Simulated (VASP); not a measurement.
Input of a VASP 6.6.1 run:

The input INCAR:

```
ALGO = Normal
EDIFF = 1E-6
EDIFFG = -0.02
ENCUT = 600
IBRION = 2
ISIF = 3
ISMEAR = -1
LASPH = True
LCHARG = False
LREAL = False
LWAVE = False
NELM = 80
NSW = 80
PREC = Accurate
PSTRESS = 200.0
SIGMA = 0.05
```

File KPOINTS:

```
k-points
0
Gamma
  14 14 14
```

File POSCAR:

```
Se
1.0
    2.8105630200      0.0000000000      0.0000000000
    0.0000000000      2.8105630200      0.0000000000
    0.0000000000      0.0000000000      2.8105630200
Se
1
Direct
    0.0000000000      0.0000000000      0.0000000000
```

Potentials or basis: VASP PAW LDA potentials, release 64 (Se).

The run is started by

```sh
$ cat potpaw_LDA.64/Se/POTCAR > POTCAR
$ mpirun -np 1 vasp_std > vasp.out
```

Predict the relaxed volume.

18.06 Å³/atom.

Predict the space group after relaxing (to 0.05 Å).

Pm-3m (No. 221).

Estimate the band gap on the k mesh.

zero (band 3 reaches 11.58 eV, above the bottom of band 4 at 3.52 eV).

The path:
```csv
step,energy change (eV),largest force (eV/Å),pressure (GPa),volume (Å³)
1,0.0000,0.0000,-3.44,22.20
2,1.7724,0.0000,104.05,13.32
3,0.1165,0.0000,16.52,18.46
4,0.1508,0.0000,19.21,18.15
5,0.1615,0.0000,20.00,18.06
```

Caveat: the cell is relaxed towards a set pressure, so the enthalpy falls and the energy may rise; the volume moved by over 15 % at a fixed basis, so the end points are rough.
